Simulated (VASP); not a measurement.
A run of VASP 6.6.1:

File INCAR:

```
SYSTEM = Bi3H
PREC = Accurate
ENCUT = 520
EDIFF = 1E-6
ISMEAR = 0
SIGMA = 0.1
LREAL = .FALSE.
LASPH = .TRUE.
NELM = 100
ALGO = Normal
ISIF = 2
LWAVE = .FALSE.
LCHARG = .FALSE.
GGA = PE
NBANDS = 31
```

KPOINTS

```
Automatic mesh
0
G
  4 4 4
  0 0 0
```

Contents of POSCAR:

```
Bi3H
1.0
    4.7464613201      0.0000000000      0.0000000000
    0.0000000000      4.7464613201      0.0000000000
    0.0000000000      0.0000000000      4.7464613201
Bi H
3 1
Direct
    0.0000000000      0.5000000000      0.5000000000
    0.5000000000      0.0000000000      0.5000000000
    0.5000000000      0.5000000000      0.0000000000
    0.0000000000      0.0000000000      0.0000000000
```

Potentials or basis: VASP PAW PBE potentials, release 64 (Bi_d, H).

Run with:

```console
$ cat potpaw_PBE.64/Bi_d/POTCAR potpaw_PBE.64/H/POTCAR > POTCAR
$ mpirun -np 1 vasp_std > vasp.out
```

Hardware: 1 thread of Oxide Virtual Turin-like Processor (shared host).

**Question.** Estimate the wall time of this run.

**Answer.** Run time: 82 s on 1 thread of Oxide Virtual Turin-like Processor, on a shared host, peak memory 0.17 GiB. Counts: scf iterations 16, k points 10.
